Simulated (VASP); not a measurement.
## BaO: single point with LDA

System: BaO, a slab with vacuum.

```
Ba O
1.0
     4.36116    0.00000    0.00000
     0.00000    6.60558    0.00000
     0.00000    0.00000   30.07166
Ba O
6 6
Direct
  0.00000 0.51003 0.33254
  0.00000 0.01003 0.41627
  0.50000 0.51003 0.45813
  0.50000 0.01358 0.53730
  0.00000 0.52568 0.57350
  0.00000 0.02132 0.65264
  0.00000 0.11497 0.33254
  0.00000 0.61497 0.41627
  0.50000 0.11497 0.45813
  0.50000 0.63363 0.53451
  0.00000 0.12615 0.57792
  0.00000 0.70321 0.64150
```

```yaml
Program: VASP 6.6.1
Task: single point
Functional: LDA
Potentials_or_basis: VASP PAW LDA potentials, release 64 (Ba_sv, O)
Cutoff: 520 eV
k_mesh: 6 × 4 × 1
Occupations: gaussian, width 0.05 eV
Spin: no spin polarisation
```

```yaml
Largest_force: 2.040 eV/Å
```

Forces in eV/Å, atoms in the order of the input:
```
Ba   0.000 -1.541  0.951
Ba   0.000  0.226 -0.799
Ba   0.000 -0.212 -0.675
Ba   0.000  0.060  0.112
Ba   0.000 -0.172 -0.176
Ba   0.000  1.009  0.616
O    0.000  1.737  1.070
O    0.000 -0.407 -0.963
O    0.000  0.166 -0.076
O    0.000 -0.008  0.120
O    0.000  0.069 -0.283
O    0.000 -0.927  0.103
```

Levels at points of the mesh, in eV from the Fermi level:
```
           k point  band 44  band 45  band 46  band 47  band 48  band 49  band 50  band 51  band 52  band 53
(0.00, 0.00, 0.00)    -1.18    -0.98    -0.40    -0.33    -0.02    -0.01     0.27     1.83     1.91     2.08
(0.50, 0.00, 0.00)    -0.97    -0.92    -0.53    -0.33    -0.24     1.64     1.97     2.09     2.47     2.76
(0.00, 0.50, 0.00)    -1.28    -1.01    -0.91    -0.37    -0.06     0.15     0.43     2.33     2.37     2.69
(0.50, 0.50, 0.00)    -1.22    -1.06    -0.74    -0.66    -0.29     1.78     2.23     2.41     2.60     3.03
```

It took 51 min on 1 thread of Intel Xeon 8259CL, on a shared host, peak memory 0.81 GiB.

Caveat: spin-orbit coupling is left out, which moves the levels of the heavy elements.
